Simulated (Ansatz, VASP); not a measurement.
**One calculation of KBr, two programs**

File POSCAR:

```
KBr
1.0
    0.0000000000      3.3024386828      3.3024386828
    3.3024386828      0.0000000000      3.3024386828
    3.3024386828      3.3024386828      0.0000000000
K Br
1 1
Direct
    0.0000000000      0.0000000000      0.0000000000
    0.5000000000      0.5000000000      0.5000000000
```

INCAR.step1

```
SYSTEM = KBr
PREC = Accurate
ENCUT = 520
EDIFF = 1E-5
ISMEAR = 0
SIGMA = 0.01
LREAL = .FALSE.
LASPH = .TRUE.
NELM = 100
ALGO = Normal
ISIF = 2
LWAVE = .TRUE.
LCHARG = .FALSE.
GGA = PE
NBANDS = 15
```

File INCAR.step2:

```
SYSTEM = KBr
PREC = Accurate
ENCUT = 520
EDIFF = 1E-6
ISMEAR = 0
SIGMA = 0.01
LREAL = .FALSE.
LASPH = .TRUE.
NELM = 100
ALGO = Normal
ISIF = 2
LWAVE = .FALSE.
LCHARG = .FALSE.
GGA = PE
LHFCALC = .TRUE.
HFSCREEN = 0.2079
PRECFOCK = Normal
ISTART = 1
NBANDS = 15
```

The input KPOINTS:

```
regular mesh
0
G
  4 4 4
  0 0 0
```

Input for Ansatz:

```yaml
crystal:
  lattice:
    - [0.0, 3.3024386828, 3.3024386828]
    - [3.3024386828, 0.0, 3.3024386828]
    - [3.3024386828, 3.3024386828, 0.0]
  atoms:
    - { symbol: K, position: [0.0, 0.0, 0.0] }
    - { symbol: Br, position: [0.5, 0.5, 0.5] }
kpoints:
  mp_grid: { grid: [4, 4, 4] }
hamiltonian:
  xc: hse06
scf:
  occupations: { method: fixed }
  n_extra_bands: 4
output:
  forces: true
  stress: true
  eigenvalues: true
```

Alike in both runs: task single point; functional HSE06; k mesh 4 × 4 × 4; no spin polarisation.

|  | VASP | Ansatz |
| --- | --- | --- |
| version | VASP 6.6.1 | Ansatz 0.2.0 |
| potentials or method | VASP PAW PBE potentials, release 64 (K_sv, Br) | plane waves, PAW |
| plane-wave cutoff (eV) | 520 | 420 |
| occupations | gaussian, width 0.01 eV | fixed |
| valence electrons in the cell | 16 | 16 |

```csv
,VASP,Ansatz,Ansatz less VASP
gap on the k mesh at the Fermi level (eV),5.59,5.60,+0.003
pressure (GPa),0.4,0.4,-0.02
```

Ansatz's warnings: stress exchange threshold loose, stress scf threshold loose.
